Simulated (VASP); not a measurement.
Here is a VASP 6.6.1 calculation.

INCAR

```
SYSTEM = Ge
  PREC = Accurate
  ENCUT = 520
  EDIFF = 1E-6
  ISMEAR = 0
  SIGMA = 0.1
  LREAL = .FALSE.
  LASPH = .TRUE.
  NELM = 100
  ALGO = Normal
  ISIF = 2
  LWAVE = .FALSE.
  LCHARG = .FALSE.
  LDIPOL = .TRUE.
  IDIPOL = 3
  DIPOL = 0.5 0.5 0.500
  GGA = PE
  IVDW = 12
  NBANDS = 21
```

The input KPOINTS:

```
Automatic mesh
0
G
  12 12 1
  0 0 0
```

Contents of POSCAR:

```
Ge
1.0
    4.1590000000      0.0000000000      0.0000000000
   -2.0795000000      3.6017996543      0.0000000000
    0.0000000000      0.0000000000     28.0000000000
Ge
2
Direct
    0.3333333333      0.6666666667      0.5157142857
    0.6666666667      0.3333333333      0.4842857143
```

Potentials or basis: VASP PAW PBE potentials, release 64 (Ge_d).

Run with:

```bash
$ cat potpaw_PBE.64/Ge_d/POTCAR > POTCAR
$ mpirun -np 1 vasp_std > vasp.out
```

**Question.** Estimate the band gap on the k mesh.

**Answer.** Zero (bands 14 and 15 overlap by 0.04 eV).

**Question.** What does it give for the dispersion energy per atom?

**Answer.** -0.145 eV.

Forces in eV/Å, atoms in the order of the input:
```
Ge   0.000  0.000 -0.935
Ge   0.000  0.000  0.935
```
